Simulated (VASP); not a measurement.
Mn: single point with LDA

Mn:

```xyz
1
Lattice="1.9310 0.0000 0.0000 0.0000 1.9310 0.0000 0.0000 0.0000 1.9310" Properties=species:S:1:pos:R:3 pbc="T T T"
Mn    0.0000    0.0000    0.0000
```

This isn't the form of Mn at room conditions, which is a 58-atom cubic cell.

| Item | Value |
| --- | --- |
| Program | VASP 6.6.1 |
| Task | single point |
| Functional | LDA |
| Potentials or basis | VASP PAW LDA potentials, release 64 (Mn_sv) |
| Cutoff | 680 eV |
| k mesh | 19 × 19 × 19 |
| Occupations | fermi-dirac, width 0.1 eV |
| Spin | collinear spin, ferromagnetic start |
| Starting moments | [3.0] μB |

The pressure is 270.5 GPa, the net moment is 0.00 μB per cell and the valence electrons inside the program's atomic spheres are Mn 13.99.

Levels at points of the mesh, in eV from the Fermi level:
Spin up:
```csv
k point,band 5,band 6,band 7,band 8,band 9,band 10
"(0.00, 0.00, 0.00)",-9.85,-7.00,-7.00,3.33,3.33,3.33
```
Spin down:
```
           k point  band 5  band 6  band 7  band 8  band 9  band 10
(0.00, 0.00, 0.00)   -9.85   -7.00   -7.00    3.33    3.33     3.33
```

It took 20 s on 1 thread of Intel(R) Xeon(R) Platinum 8559C (Emerald Rapids), on a shared host, peak memory 0.16 GiB.

Caveat: atoms lie so close that the PAW spheres overlap strongly, which falsifies energies and pressures; the cell stands under pressure; the moments typed at the start vanished in this run.
